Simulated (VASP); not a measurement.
Here is a VASP 6.6.1 calculation.

The input INCAR:

```
  ALGO = Normal
  EDIFF = 1E-6
  ENCUT = 520
  GGA = RE
  ISIF = 2
  ISMEAR = -1
  LASPH = T
  LCHARG = T
  LELF = T
  LREAL = F
  LVHAR = T
  LWAVE = F
  NBANDS = 22
  NELM = 100
  PREC = Accurate
  SIGMA = 0.05
```

File KPOINTS:

```
k-points
0
Gamma
  9 9 9
```

Contents of POSCAR:

```
LaPd2
1.0
   -2.0163938717      2.0163938717      4.4929142667
    2.0163938717     -2.0163938717      4.4929142667
    2.0163938717      2.0163938717     -4.4929142667
La Pd
1 2
Direct
    0.0000000000      0.0000000000      0.0000000000
    0.2500000000      0.7500000000      0.5000000000
    0.7500000000      0.2500000000      0.5000000000
```

Potentials or basis: VASP PAW PBE potentials, release 64 (La, Pd).

The run is started by

```console
$ cat potpaw_PBE.64/La/POTCAR potpaw_PBE.64/Pd/POTCAR > POTCAR
$ mpirun -np 1 vasp_std > vasp.out
```

Predict the pressure.

0.0 GPa.

Caveat: the PAW data sets were made with another functional, which shifts forces and pressure a little.
